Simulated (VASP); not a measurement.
# LiSi2 (P1) in VASP: single point with PBE

Aim: the single point of LiSi2 with PBE.

Program: VASP 6.6.1. These are calculated values, not measurements. Logs are shortened: lines on timing, memory, paths and dates and some standing lists are left out, and cuts for length are marked.

**1. The cell of the first run**

The typed cell holds 6 atoms: a = 3.179 Å, b = 5.668 Å, c = 6.004 Å, α = 96.79°, β = 103.20°, γ = 97.99°.

**2. Single point, PBE**

The input, INCAR:

```
SYSTEM = LiSi2
ALGO     = Normal         ! electronic algorithm
EDIFF    = 1E-6           ! SCF threshold, eV
ENCUT    = 520            ! plane-wave cutoff, eV
GGA      = PE             ! functional
ISIF     = 2              ! what is computed and relaxed
ISMEAR   = 0              ! smearing method
LASPH    = .True.         ! aspherical terms in the spheres
LCHARG   = .False.        ! write CHGCAR
LREAL    = .False.        ! projectors in reciprocal space
LWAVE    = .False.        ! write WAVECAR
NBANDS   = 20             ! bands
NELM     = 100            ! most SCF steps
PREC     = Accurate       ! precision mode
SIGMA    = 0.1            ! smearing width, eV
```

The input, KPOINTS:

```
k-points
0
Gamma
  8 4 8
  0 0 0
```

The input, POSCAR:

```
LiSi2
1.0
    1.7819919104      2.6318709301      0.0273277053
   -5.0892944557      2.4946297038      0.0064230229
   -0.0319268983     -1.6935705194      5.7602527871
Li Si
2 4
Direct
    0.0018568051     -0.0000479576      0.0002453804
    0.4992781733      0.5002766334      0.9999770545
    0.1569216952      0.3901727680      0.3656746431
    0.6591276541      0.8881652206      0.3662112824
    0.3431706225      0.1117671612      0.6333205035
    0.8396450498      0.6096661745      0.6345711360
```

Potentials or basis: VASP PAW PBE potentials, release 64 (Li_sv, Si).

On the command line:

```sh
> cat potpaw_PBE.64/Li_sv/POTCAR potpaw_PBE.64/Si/POTCAR > POTCAR
> mpirun -np 1 vasp_std > vasp.out
```

OUTCAR:

```text
SYSTEM = LiSi2
   EDIFF = 1E-6
   ENCUT = 520
   GGA = PE
   ISIF = 2
   ISMEAR = 0
   LASPH = .True.
   LREAL = .False.
   NELM = 100
   PREC = Accurate

 ion  position               nearest neighbor table
   1  0.002  1.000  0.000-   4 2.77   5 2.77   6 2.83   3 2.83   4 2.86   5 2.87
   2  0.499  0.500  1.000-   6 2.75   3 2.76   4 2.82   5 2.83   3 2.86   6 2.86
   3  0.157  0.390  0.366-   6 2.41   5 2.42   6 2.46   2 2.76   1 2.83   2 2.86   4 3.04   4 3.06

   4  0.659  0.888  0.366-   5 2.41   6 2.42   5 2.46   1 2.77   2 2.82   1 2.86   3 3.04   3 3.06

   5  0.343  0.112  0.633-   4 2.41   3 2.42   4 2.46   1 2.77   2 2.83   1 2.87   6 3.03   6 3.07

   6  0.840  0.610  0.635-   3 2.41   4 2.42   3 2.46   2 2.75   1 2.83   2 2.86   5 3.03   5 3.07

  LATTYP: Found a triclinic cell.
 ALAT       =     3.1785195555
 B/A-ratio  =     2.1622294506
 C/A-ratio  =     1.8889741538
 COS(alpha) =     0.0080308631
 COS(beta)  =     0.2282893506
 COS(gamma) =     0.5770823330

  Lattice vectors:

 A1 = (   1.7819919104,   2.6318709301,   0.0273277053)
 A2 = (   6.8712863661,   0.1372412263,   0.0209046824)
 A3 = (   0.0319268983,   1.6935705194,  -5.7602527871)

Analysis of symmetry for initial positions (statically):
=====================================================================
 Subroutine PRICEL returns:
 Original cell was already a primitive cell.

 Routine SETGRP: Setting up the symmetry group for a
 triclinic supercell.

 Subroutine GETGRP returns: Found  1 space group operations
 (whereof  1 operations were pure point group operations)
 out of a pool of  2 trial point group operations.

The static configuration has the point symmetry C_1 .

Analysis of symmetry for dynamics (positions and initial velocities):
=====================================================================
 Subroutine PRICEL returns:
 Original cell was already a primitive cell.

 Routine SETGRP: Setting up the symmetry group for a
 triclinic supercell.

 Subroutine GETGRP returns: Found  1 space group operations
 (whereof  1 operations were pure point group operations)
 out of a pool of  2 trial point group operations.

The dynamic configuration has the point symmetry C_1 .

 Subroutine INISYM returns: Found  1 space group operations
 (whereof  1 operations are pure point group operations),
 and found     1 'primitive' translations

----------------------------------------------------------------------------------------

                                     Primitive cell

  volume of cell :     103.0182

  direct lattice vectors                    reciprocal lattice vectors
     1.781991910  2.631870930  0.027327705     0.139592599  0.284565475  0.084438735
    -5.089294456  2.494629704  0.006423023    -0.147610093  0.099648395  0.028479454
    -0.031926898 -1.693570519  5.760252787    -0.000497659 -0.001461145  0.173171143

  length of vectors
     3.178519556  5.667815864  6.004141288     0.328014486  0.180359700  0.173178022

  position of ions in fractional coordinates (direct lattice)
     0.001856805  0.999952042  0.000245380
     0.499278173  0.500276633  0.999977055
     0.156921695  0.390172768  0.365674643
     0.659127654  0.888165221  0.366211282
     0.343170622  0.111767161  0.633320504
     0.839645050  0.609666174  0.634571136

  ion indices of the primitive-cell ions
   primitive index   ion index
                 1           1
                 2           2
                 3           3
                 4           4
                 5           5
                 6           6

----------------------------------------------------------------------------------------

 KPOINTS: k-points

Automatic generation of k-mesh.
 Grid dimensions read from file:
 generate k-points for:    8    4    8

 Generating k-lattice:

  Cartesian coordinates                     Fractional coordinates (reciprocal lattice)
     0.017449075  0.035570684  0.010554842     0.125000000 -0.000000000  0.000000000
    -0.036902523  0.024912099  0.007119863    -0.000000000  0.250000000  0.000000000
    -0.000062207 -0.000182643  0.021646393    -0.000000000  0.000000000  0.125000000

  Length of vectors
     0.041001811  0.045089925  0.021647253

  Shift w.r.t. Gamma in fractional coordinates (k-lattice)
     0.000000000  0.000000000  0.000000000

 Subroutine IBZKPT returns following result:
 ===========================================

 Found    132 irreducible k-points:

 Following reciprocal coordinates:
            Coordinates               Weight
  0.000000  0.000000  0.000000      1.000000
  0.125000 -0.000000 -0.000000      2.000000
  0.250000 -0.000000 -0.000000      2.000000
  0.375000  0.000000 -0.000000      2.000000
  0.500000 -0.000000 -0.000000      1.000000
 -0.000000  0.250000 -0.000000      2.000000
[... 16 lines left out ...]
  0.500000  0.000000  0.125000      2.000000
 -0.375000  0.000000  0.125000      2.000000
 [... further k-points ...]
   k-points           NKPTS =    132   k-points in BZ     NKDIM =    132   number of bands    NBANDS=     20
   number of dos      NEDOS =    301   number of ions     NIONS =      6
   total plane-waves  NPLWV =  48384
   dimension x,y,z NGX =    24 NGY =   42 NGZ =   48
   dimension x,y,z NGXF=    48 NGYF=   84 NGZF=   96
   ions per type =               2   4
   NGX,Y,Z   is equivalent  to a cutoff of  12.55, 12.32, 13.29 a.u.
   NGXF,Y,Z  is equivalent  to a cutoff of  25.11, 24.64, 26.58 a.u.
 SYSTEM =  LiSi2
   PREC   = accura    normal or accurate (medium, high low for compatibility)
   ISTART =      0    job   : 0-new  1-cont  2-samecut
   ICHARG =      2    charge: 1-file 2-atom 10-const
   ISPIN  =      1    spin polarized calculation?
   LNONCOLLINEAR =      F non collinear calculations
   LSORBIT =      F    spin-orbit coupling
   LASPH  =      T    aspherical Exc in radial PAW
   ENCUT  =  520.0 eV  38.22 Ry    6.18 a.u.   5.91 10.54 11.16*2*pi/ulx,y,z
   NELM   =    100;   NELMIN=  2; NELMDL= -5     # of ELM steps
   EDIFF  = 0.1E-05   stopping-criterion for ELM
   LREAL  =      F    real-space projection
   EDIFFG = 0.1E-04   stopping-criterion for IOM
   NSW    =      0    number of steps for IOM
   IBRION =     -1    ionic relax: 0-MD 1-quasi-New 2-CG
   NFREE  =      0    steps in history (QN), initial steepest desc. (CG)
   ISIF   =      2    stress and relaxation
   ISYM   =      2    0-nonsym 1-usesym 2-fastsym
   POTIM  = 0.5000    time-step for ionic-motion
   TEBEG  =    0.0;   TEEND  =   0.0 temperature during run
   PSTRESS=    0.0 pullay stress
   NELECT =      22.0000    total number of electrons
   NUPDOWN=      -1.0000    fix difference up-down
   EMIN   =  10.00;   EMAX   =-10.00  energy-range for DOS
   EFERMI =   0.00;   METHOD = LEGACY
   ISMEAR =     0;   SIGMA  =   0.10  broadening in eV -4-tet -1-fermi 0-gaus
   EFERMI_NEDOS =   21; number of points for ismear=-14 and -15
   IALGO  =     38    algorithm
   IMIX   =      4    mixing-type and parameters
     AMIX     =   0.40;   BMIX     =  1.00
     AMIX_MAG =   1.60;   BMIX_MAG =  1.00
  volume/ion in A,a.u.               =      17.17       115.87
  Fermi-wavevector in a.u.,A,eV,Ry     =   0.978538  1.849169 13.028081  0.957537
  Thomas-Fermi vector in A             =   2.109321
   LORBIT       =      0    0 simple, 1 ext, 2 COOP (PROOUT), +10 PAW based schemes
   GGA     = PE    functional components
   LHFCALC =     F    Hartree Fock is set to
   AEXX    =    0.0000 exact exchange contribution
   IVDW    =     0    specifies the selected vdW correction
   LEPSILON=     F    determine dielectric tensor
   LRPA    =     F    only Hartree local field effects (RPA)
 non-spin polarized calculation
 Gauss-broadening in eV      SIGMA  =   0.10
  energy-cutoff  :      520.00
  volume of cell :      103.02
 maximum number of plane-waves:      2794
   NGX = 11   NGY = 21   NGZ = 23

 number of electron      21.9999988 magnetization

 Free energy of the ion-electron system (eV)
  ---------------------------------------------------
  ext. energy  EPLUGINS =         0.00000000
  ---------------------------------------------------
  free energy    TOTEN  =       -24.79430132 eV

  energy without entropy =      -24.79205864  energy(sigma->0) =      -24.79317998

 E-fermi :   5.5225     XC(G=0):  -9.3715

 val. band max:        5.5176735099   @ k =   0.3750   0.2500   0.2500
 cond. band min:       5.5241883245   @ k =   0.3750   0.0000   0.1250
 fundamental gap:      0.0065148146
 Fermi energy:         5.5224989211

 k-point     1 :       0.0000    0.0000    0.0000
  band No.  band energies     occupation
      1     -41.0254      2.00000
      2     -41.0099      2.00000
      3      -6.7799      2.00000
      4      -2.9297      2.00000
      5      -1.7194      2.00000
      6      -1.2909      2.00000
[... 12 lines left out ...]
     19      12.0213      0.00000
     20      12.5245      0.00000

 k-point     2 :       0.1250   -0.0000   -0.0000
  band No.  band energies     occupation
      1     -41.0247      2.00000
      2     -41.0095      2.00000
      3      -6.5575      2.00000
      4      -2.7751      2.00000
      5      -1.4806      2.00000
      6      -1.1094      2.00000
[... 12 lines left out ...]
     19      11.6260      0.00000
     20      12.3106      0.00000

 k-point     3 :       0.2500   -0.0000   -0.0000
  band No.  band energies     occupation
      1     -41.0229      2.00000
      2     -41.0085      2.00000
      3      -5.8942      2.00000
      4      -2.3003      2.00000
      5      -0.9334      2.00000
      6      -0.5799      2.00000
[... 12 lines left out ...]
     19      11.5734      0.00000
     20      12.1925      0.00000

 k-point     4 :       0.3750    0.0000   -0.0000
  band No.  band energies     occupation
      1     -41.0212      2.00000
      2     -41.0074      2.00000
      3      -4.8038      2.00000
      4      -1.8486      2.00000
      5      -1.1164      2.00000
      6       0.1720      2.00000
[... 12 lines left out ...]
     19      10.9973      0.00000
     20      11.8600      0.00000

 k-point     5 :       0.5000   -0.0000   -0.0000
  band No.  band energies     occupation
      1     -41.0204      2.00000
      2     -41.0070      2.00000
      3      -3.3438      2.00000
      4      -3.3202      2.00000
      5      -0.1811      2.00000
      6      -0.1683      2.00000
[... 12 lines left out ...]
     19      12.3489      0.00000
     20      12.3640      0.00000
[... 353 lines left out ...]
      6      -0.8315      2.00000
[... 12 lines left out ...]
     19      10.9498      0.00000
     20      12.0018      0.00000

 k-point    22 :       0.3750    0.0000    0.1250
  band No.  band energies     occupation
      1     -41.0212      2.00000
      2     -41.0074      2.00000
      3      -4.7810      2.00000
      4      -1.8475      2.00000
      5      -1.1303      2.00000
      6      -0.0700      2.00000
[... 12 lines left out ...]
     19      11.3416      0.00000
     20      11.4443      0.00000

 k-point    23 :       0.5000    0.0000    0.1250
  band No.  band energies     occupation
      1     -41.0204      2.00000
      2     -41.0070      2.00000
      3      -3.3573      2.00000
      4      -3.3085      2.00000
      5      -0.1989      2.00000
      6      -0.1210      2.00000
[... 12 lines left out ...]
     19      11.4416      0.00000
     20      12.0642      0.00000

 k-point    24 :      -0.3750    0.0000    0.1250
  band No.  band energies     occupation
      1     -41.0212      2.00000
      2     -41.0075      2.00000
      3      -4.8203      2.00000
      4      -1.8545      2.00000
      5      -1.0863      2.00000
      6       0.4012      2.00000
[... 12 lines left out ...]
     19      10.9127      0.00000
     20      11.9154      0.00000

 [... further k-points ...]
[... 5 lines left out ...]
  --------------------------------------------------------------------------------------
  -------------------------------------------------------------------------------------
  Total        0.0552909      0.0032885     -0.1548430     -0.0125217     -0.0170270      0.0167235
  in kB        0.8599042      0.0511433     -2.4081767     -0.1947429     -0.2648104      0.2600907
  external PRESSURE =      -0.4990430 kB  Pullay stress =       0.0000000 kB

 VOLUME and BASIS-vectors are now :
 -----------------------------------------------------------------------------
  energy-cutoff  :      520.00
  volume of cell :      103.02
      direct lattice vectors                 reciprocal lattice vectors
     1.781991910  2.631870930  0.027327705     0.139592599  0.284565475  0.084438735
    -5.089294456  2.494629704  0.006423023    -0.147610093  0.099648395  0.028479454
    -0.031926898 -1.693570519  5.760252787    -0.000497659 -0.001461145  0.173171143

 POSITION                                       TOTAL-FORCE (eV/Angst)
 -----------------------------------------------------------------------------------
     -5.08575      2.49898      0.00789        -0.001237     -0.002228     -0.002712
     -1.68827      0.86851      5.77698         0.000711     -0.000843      0.000924
     -1.71775      0.76704      2.11317         0.006502     -0.010877      0.026409
     -3.35727      3.33018      2.13319         0.001534     -0.002894      0.030938
      0.02249      0.10943      3.65818        -0.002038      0.004195     -0.023786
     -1.62679      2.65604      3.68215        -0.005472      0.012647     -0.031771
 -----------------------------------------------------------------------------------
    total drift:                               -0.000147     -0.000038      0.000001

  FREE ENERGIE OF THE ION-ELECTRON SYSTEM (eV)
  ---------------------------------------------------
  free  energy   TOTEN  =       -24.7943013187 eV

  energy  without entropy=      -24.7920586392  energy(sigma->0) =      -24.79317998
```

Run time: 4.7 min. Hardware: 1 thread of Intel Xeon 8259CL, shared host; peak memory 0.34 GiB.

What came out:

| Quantity | Value |
| --- | --- |
| Free energy | -24.7943 eV |
| Largest force | 0.035 eV/Å |
| Band gap on the k mesh | zero (bands 11 and 12 overlap by 3.12 eV) |

Forces in eV/Å, atoms in the order of the input:
```
Li  -0.001 -0.002 -0.003
Li   0.001 -0.001  0.001
Si   0.007 -0.011  0.026
Si   0.002 -0.003  0.031
Si  -0.002  0.004 -0.024
Si  -0.005  0.013 -0.032
```

Caveat: the cutoff is under 1.25 times the usual one of these potentials, so pressure, stress and relaxed cells hold a basis-set (Pulay) error.
